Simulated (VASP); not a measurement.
# BH12C3N (R3m) in VASP: notebook, part 2 of 2

VASP 6.6.1. Earlier steps stand in the parts before.

## (3) Relaxation of cell and atoms, PBE+D3(BJ)

This run uses another cell than the first one, of 8.08 Å³/atom.

Contents of INCAR:

```
  ALGO = Normal
  EDIFF = 1E-7
  EDIFFG = -0.005
  ENCUT = 600
  GGA = PE
  IBRION = 2
  ISIF = 3
  ISMEAR = 0
  IVDW = 12
  LASPH = True
  LCHARG = False
  LREAL = Auto
  LWAVE = False
  NELM = 80
  NSW = 100
  PREC = Accurate
  SIGMA = 0.02
```

Contents of KPOINTS:

```
k-points
0
Gamma
  6 6 6
```

Contents of POSCAR:

```
BH12C3N
1.0
    4.5242317211      2.6120664020      1.9376886989
   -4.5242317211      2.6120664020      1.9376886989
    0.0000000000     -5.2241328041      1.9376886989
B H C N
1 12 3 1
Direct
    0.9215505342      0.9215505342      0.9215505342
    0.2770628662      0.5436091914      0.2770628662
    0.2770628662      0.2770628662      0.5436091914
    0.5436091914      0.2770628662      0.2770628662
    0.3985168537      0.8622474917      0.5959307863
    0.5959307863      0.3985168537      0.8622474917
    0.8622474917      0.5959307863      0.3985168537
    0.5959307863      0.8622474917      0.3985168537
    0.8622474917      0.3985168537      0.5959307863
    0.3985168537      0.5959307863      0.8622474917
    0.0574299277      0.0574299277      0.8336508634
    0.8336508634      0.0574299277      0.0574299277
    0.0574299277      0.8336508634      0.0574299277
    0.4655188828      0.7329679980      0.4655188828
    0.4655188828      0.4655188828      0.7329679980
    0.7329679980      0.4655188828      0.4655188828
    0.6432077961      0.6432077961      0.6432077961
```

Potentials or basis: VASP PAW PBE potentials, release 64 (B, H, C, N).

Started as:

```console
$ cat potpaw_PBE.64/B/POTCAR potpaw_PBE.64/H/POTCAR potpaw_PBE.64/C/POTCAR potpaw_PBE.64/N/POTCAR > POTCAR
$ mpirun -np 1 vasp_std > vasp.out
```

Run time: 45 min. Hardware: 1 thread of AMD EPYC 9R45 (Zen 5), shared host; peak memory 0.37 GiB.

Results (log left out):

```
Free energy                           : -87.0279 eV
Relaxed volume                        : 7.74 Å³/atom
Relaxed cell                          : a = 5.484 Å, b = 5.484 Å, c = 5.484 Å, α = 108.42°, β = 108.42°, γ = 108.42°
Space group after relaxing (to 0.1 Å) : R3m (No. 160)
Energy gained by relaxing             : 0.4 meV/atom
Ionic steps                           : 50
Pressure after relaxing               : 0.0 GPa
Largest force after relaxing          : 0.004 eV/Å
Band gap on the k mesh                : 6.49 eV (least direct gap 6.60 eV)
Dispersion energy per atom            : -0.054 eV
```

Forces in eV/Å, atoms in the order of the input:
```
B    0.000  0.000 -0.001
H   -0.003  0.002  0.002
H    0.000 -0.004  0.002
H    0.003  0.002  0.002
H   -0.001 -0.002  0.001
H    0.002  0.000  0.001
H   -0.001  0.002  0.001
H    0.001  0.002  0.001
H    0.001 -0.002  0.001
H   -0.002  0.000  0.001
H    0.000  0.000 -0.001
H    0.000  0.000 -0.001
H    0.000  0.000 -0.001
C    0.002 -0.001 -0.001
C    0.000  0.002 -0.001
C   -0.002 -0.001 -0.001
N    0.000  0.000  0.000
```

Step by step:
```csv
step,energy change (eV),largest force (eV/Å),pressure (GPa),volume (Å³)
1,0.0000,0.0390,-0.24,137.39
3,-0.0006,0.1001,-0.16,136.94
5,-0.0013,0.0905,-0.08,136.51
7,-0.0016,0.0897,0.00,136.03
9,-0.0023,0.0589,0.05,135.55
11,-0.0025,0.0989,0.10,135.13
13,-0.0037,0.0464,0.02,134.47
15,-0.0040,0.0873,-0.05,133.88
17,-0.0049,0.1202,-0.12,132.66
19,-0.0057,0.0437,0.02,132.61
21,-0.0063,0.0411,0.14,131.98
23,-0.0068,0.0265,0.02,131.74
25,-0.0068,0.0223,-0.02,131.67
27,-0.0068,0.0135,0.00,131.66
29,-0.0068,0.0117,0.02,131.65
31,-0.0069,0.0062,0.01,131.65
33,-0.0069,0.0114,-0.03,131.67
35,-0.0069,0.0140,-0.04,131.68
37,-0.0069,0.0122,-0.04,131.68
39,-0.0070,0.0148,-0.03,131.68
41,-0.0070,0.0197,-0.03,131.68
43,-0.0070,0.0090,0.02,131.66
45,-0.0071,0.0156,-0.01,131.67
47,-0.0071,0.0079,-0.01,131.67
49,-0.0071,0.0071,-0.01,131.66
50,-0.0071,0.0040,-0.01,131.66
```

Final structure:
```
B H C N
1.0
     4.44846    2.56832    1.92060
    -4.44846    2.56832    1.92060
     0.00000   -5.13664    1.92060
B H C N
1 12 3 1
Direct
  0.92362 0.92362 0.92362
  0.27336 0.54378 0.27336
  0.27336 0.27336 0.54378
  0.54378 0.27336 0.27336
  0.39443 0.86606 0.59529
  0.59529 0.39443 0.86606
  0.86606 0.59529 0.39443
  0.59529 0.86606 0.39443
  0.86606 0.39443 0.59529
  0.39443 0.59529 0.86606
  0.06150 0.06150 0.83415
  0.83415 0.06150 0.06150
  0.06150 0.83415 0.06150
  0.46337 0.73528 0.46337
  0.46337 0.46337 0.73528
  0.73528 0.46337 0.46337
  0.64355 0.64355 0.64355
```

Levels at points of the mesh, in eV from the valence-band top:
| k point | band 12 | band 13 | band 14 | band 15 | band 16 | band 17 | band 18 | band 19 | band 20 | band 21 |
| --- | --- | --- | --- | --- | --- | --- | --- | --- | --- | --- |
| (0.00, 0.00, 0.00) | -2.23 | -2.23 | -0.70 | -0.11 | -0.11 | 6.49 | 7.98 | 7.98 | 8.53 | 8.72 |
| (0.50, 0.00, 0.00) | -2.73 | -2.23 | -1.62 | -0.14 | -0.03 | 6.62 | 7.90 | 8.15 | 8.40 | 9.06 |
| (0.50, 0.50, 0.00) | -2.53 | -2.42 | -0.93 | -0.36 | -0.18 | 7.08 | 7.83 | 8.26 | 8.28 | 9.05 |
| (0.50, 0.50, 0.50) | -2.96 | -2.15 | -1.60 | 0.00 | 0.00 | 6.88 | 7.40 | 7.40 | 8.68 | 8.68 |

A k mesh can miss the band edges. PBE gaps usually lie below the measured ones, often by a third to a half.

## (4) Relaxation of cell and atoms, PBE+D3(BJ)

Contents of INCAR:

```
PREC = Accurate
ENCUT = 600
EDIFF = 1E-6
ISMEAR = 0
SIGMA = 0.1
LREAL = Auto
LASPH = True
NELM = 100
ALGO = Normal
ISIF = 3
LWAVE = False
LCHARG = False
GGA = PE
IVDW = 12
IBRION = 2
NSW = 100
EDIFFG = -0.05
```

Contents of KPOINTS:

```
Automatic mesh
0
Gamma
  6 6 6
```

Contents of POSCAR:

```
BH12C3N
1.0
    4.5396000000      2.6209392820      1.9640666667
   -4.5396000000      2.6209392820      1.9640666667
    0.0000000000     -5.2418785640      1.9640666667
B H C N
1 12 3 1
Direct
    0.9171000000      0.9171000000      0.9171000000
    0.3005000000      0.5615000000      0.3005000000
    0.3005000000      0.3005000000      0.5615000000
    0.5615000000      0.3005000000      0.3005000000
    0.4100000000      0.8517000000      0.5812000000
    0.5812000000      0.4100000000      0.8517000000
    0.8517000000      0.5812000000      0.4100000000
    0.5812000000      0.8517000000      0.4100000000
    0.8517000000      0.4100000000      0.5812000000
    0.4100000000      0.5812000000      0.8517000000
    0.0429500000      0.0429500000      0.8310000000
    0.8310000000      0.0429500000      0.0429500000
    0.0429500000      0.8310000000      0.0429500000
    0.4662000000      0.7311000000      0.4662000000
    0.4662000000      0.4662000000      0.7311000000
    0.7311000000      0.4662000000      0.4662000000
    0.6426000000      0.6426000000      0.6426000000
```

Started as:

```console
$ cat potpaw_PBE.64/B/POTCAR potpaw_PBE.64/H/POTCAR potpaw_PBE.64/C/POTCAR potpaw_PBE.64/N/POTCAR > POTCAR
$ mpirun -np 1 vasp_std > vasp.out
```

Run time: 34 min. Hardware: 1 thread of AMD EPYC 9R45 (Zen 5), shared host; peak memory 0.38 GiB.

The run converged. Its results:

- Free energy: -87.0294 eV
- Relaxed volume: 7.77 Å³/atom
- Relaxed cell: a = 5.502 Å, b = 5.502 Å, c = 5.502 Å, α = 108.62°, β = 108.62°, γ = 108.62°
- Space group after relaxing (to 0.1 Å): R3m (No. 160)
- Energy gained by relaxing: 155.7 meV/atom
- Ionic steps: 31
- Pressure after relaxing: 0.1 GPa
- Largest force after relaxing: 0.039 eV/Å
- Band gap on the k mesh: 6.46 eV (least direct gap 6.59 eV)
- Dispersion energy per atom: -0.054 eV

Forces in eV/Å, atoms in the order of the input:
```
B    0.000  0.000  0.017
H   -0.006  0.003  0.012
H    0.000 -0.007  0.012
H    0.006  0.003  0.012
H    0.002  0.007 -0.026
H   -0.007 -0.002 -0.026
H    0.005 -0.005 -0.026
H   -0.005 -0.005 -0.026
H   -0.002  0.007 -0.026
H    0.007 -0.002 -0.026
H    0.000  0.007  0.038
H   -0.006 -0.003  0.038
H    0.006 -0.003  0.038
C    0.003 -0.002  0.003
C    0.000  0.004  0.003
C   -0.003 -0.002  0.003
N    0.000  0.000 -0.024
```

Stress tensor (GPa, compression positive):
```
-0.05  0.00  0.00
 0.00 -0.05  0.00
 0.00  0.00  0.28
```

Step by step:
```
step  energy change (eV)  largest force (eV/Å)  pressure (GPa)  volume (Å³)
   1              0.0000                5.3750           19.60       140.21
   2              6.6378               13.6744          -10.03       161.69
   3             -2.3222                2.7993            2.17       146.17
   4             -2.3455                2.3428            3.14       145.69
   5             -2.3477                2.1514            3.55       145.49
   6             -2.4635                1.4473           -2.98       149.88
   7             -2.5705                0.6040           -0.49       148.00
   8             -2.5838                0.5917           -1.27       147.97
   9             -2.5901                0.2817           -1.00       147.98
  10             -2.6001                0.5217           -0.82       147.13
  11             -2.6002                0.4443           -0.84       147.22
  12             -2.6113                0.2027           -0.40       145.98
  13             -2.6136                0.1354           -0.08       145.11
  14             -2.6154                0.1250           -0.29       144.75
  15             -2.6154                0.1286           -0.30       144.74
  16             -2.6170                0.0974           -0.35       144.41
  17             -2.6189                0.2280           -0.49       143.49
  18             -2.6199                0.1979           -0.47       143.26
  19             -2.6223                0.1107           -0.41       142.56
  20             -2.6243                0.2036           -0.28       141.18
  21             -2.6271                0.1694           -0.23       140.55
  22             -2.6333                0.2081           -0.05       138.69
  23             -2.6357                0.4241            0.38       135.01
  24             -2.6364                0.3551            0.26       136.18
  25             -2.6392                0.2960            0.25       135.54
  26             -2.6442                0.1886            0.30       133.62
  27             -2.6448                0.2318            0.33       132.72
  28             -2.6464                0.1630            0.21       132.41
  29             -2.6466                0.1515            0.05       131.92
  30             -2.6469                0.1045            0.14       132.13
  31             -2.6475                0.0390            0.06       132.06
```

Final structure:
```cif
data_structure
_symmetry_space_group_name_H-M 'P 1'
_symmetry_Int_Tables_number 1
_cell_length_a 5.5017
_cell_length_b 5.5017
_cell_length_c 5.5017
_cell_angle_alpha 108.624
_cell_angle_beta 108.624
_cell_angle_gamma 108.624
_cell_volume 132.06
loop_
_atom_site_label
_atom_site_type_symbol
_atom_site_fract_x
_atom_site_fract_y
_atom_site_fract_z
_atom_site_occupancy
B1 B 0.92334 0.92334 0.92334 1
H1 H 0.27161 0.54299 0.27161 1
H2 H 0.27161 0.27161 0.54299 1
H3 H 0.54299 0.27161 0.27161 1
H4 H 0.39720 0.86631 0.59704 1
H5 H 0.59704 0.39720 0.86631 1
H6 H 0.86631 0.59704 0.39720 1
H7 H 0.59704 0.86631 0.39720 1
H8 H 0.86631 0.39720 0.59704 1
H9 H 0.39720 0.59704 0.86631 1
H10 H 0.06020 0.06020 0.83365 1
H11 H 0.83365 0.06020 0.06020 1
H12 H 0.06020 0.83365 0.06020 1
C1 C 0.46335 0.73451 0.46335 1
C2 C 0.46335 0.46335 0.73451 1
C3 C 0.73451 0.46335 0.46335 1
N1 N 0.64250 0.64250 0.64250 1
```

Levels at points of the mesh, in eV from the valence-band top:
| k point | band 14 | band 15 | band 16 | band 17 | band 18 | band 19 |
| --- | --- | --- | --- | --- | --- | --- |
| (0.00, 0.00, 0.00) | -0.68 | -0.12 | -0.12 | 6.46 | 7.97 | 7.97 |
| (0.50, 0.00, 0.00) | -1.62 | -0.14 | -0.03 | 6.62 | 7.87 | 8.13 |
| (0.50, 0.50, 0.00) | -0.91 | -0.36 | -0.19 | 7.06 | 7.84 | 8.22 |
| (0.50, 0.50, 0.50) | -1.59 | 0.00 | 0.00 | 6.89 | 7.38 | 7.38 |

Caveat: the relaxation stopped at a loose force limit of 0.05 eV/Å, so its end isn't a converged minimum.

## (5) The runs side by side

| task | cell | cutoff (eV) | smearing | gap on the mesh (eV) | pressure (GPa) | relaxed volume (Å³/atom) | largest force (eV/Å) |
| --- | --- | --- | --- | --- | --- | --- | --- |
| single point | a = 5.598 Å, angles 108.4°, 17 atoms, atomic positions A | 520 | gaussian 0.1 eV | 6.66 | 19.6 | - | 5.38 |
| relaxation of cell and atoms | relaxed from a = 5.572 Å, angles 108.6°, 17 atoms, atomic positions B | 600 | gaussian 0.02 eV | 6.49 | 0.0 | 7.74 | - |
| relaxation of cell and atoms | relaxed from a = 5.598 Å, angles 108.4°, 17 atoms, atomic positions A | 600 | gaussian 0.1 eV | 6.46 | 0.1 | 7.77 | 0.04 |

Alike in all rows: level PBE+D3(BJ); potentials or basis VASP PAW PBE potentials, release 64 (B, H, C, N); no spin polarisation; k mesh 6 × 6 × 6.

Caveats: the cell stands under pressure (at least some runs); forces of over 1 eV/Å act on the atoms, so gaps and moduli don't describe the material at rest (at least some runs); the relaxation stopped at a loose force limit of 0.05 eV/Å, so its end isn't a converged minimum (at least some runs).

Absolute energies hang on the potentials; compare differences alone.
